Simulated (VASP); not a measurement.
Write the native input for VASP 6.6.1 that does the following.

* Task: single point
* Functional: LDA
* Potentials or basis: VASP PAW LDA potentials, release 64 (Zr_sv, Ag)
* Cutoff: 520 eV
* k mesh: 5 × 5 × 5
* Occupations: fermi-dirac, width 0.15 eV
* Spin: no spin polarisation
* Dipole correction: no
* Further INCAR settings: ALGO = Normal; EDIFF = 1e-06; NBANDS = 32

The structure of Zr3Ag lies in POSCAR:

```
Zr3Ag
1.0
    4.4164950000      0.0000000000      0.0000000000
    0.0000000000      4.4164950000      0.0000000000
    0.0000000000      0.0000000000      4.4164950000
Zr Ag
3 1
Direct
    0.5000000000      0.5000000000      0.0000000000
    0.0000000000      0.5000000000      0.5000000000
    0.5000000000      0.0000000000      0.5000000000
    0.0000000000      0.0000000000      0.0000000000
```

These files were run (other wordings do the same):

INCAR

```
PREC = Accurate ; ENCUT = 520
EDIFF = 1E-6 ; ISMEAR = -1
SIGMA = 0.15 ; LREAL = False
LASPH = True ; NELM = 60
ALGO = Normal ; ISIF = 2
LWAVE = False ; LCHARG = False
NBANDS = 32
```

KPOINTS

```
regular mesh
0
Gamma
  5 5 5
```

Potentials or basis: VASP PAW LDA potentials, release 64 (Zr_sv, Ag).

The run is started by

```console
$ cat potpaw_LDA.64/Zr_sv/POTCAR potpaw_LDA.64/Ag/POTCAR > POTCAR
$ mpirun -np 1 vasp_std > vasp.out
```

Results of the run:

```json
{"Pressure": "-7.6 GPa"}
```

Run time: 41 s on 1 thread of Intel Xeon 8259CL, with other jobs on the host, peak memory 0.15 GiB.
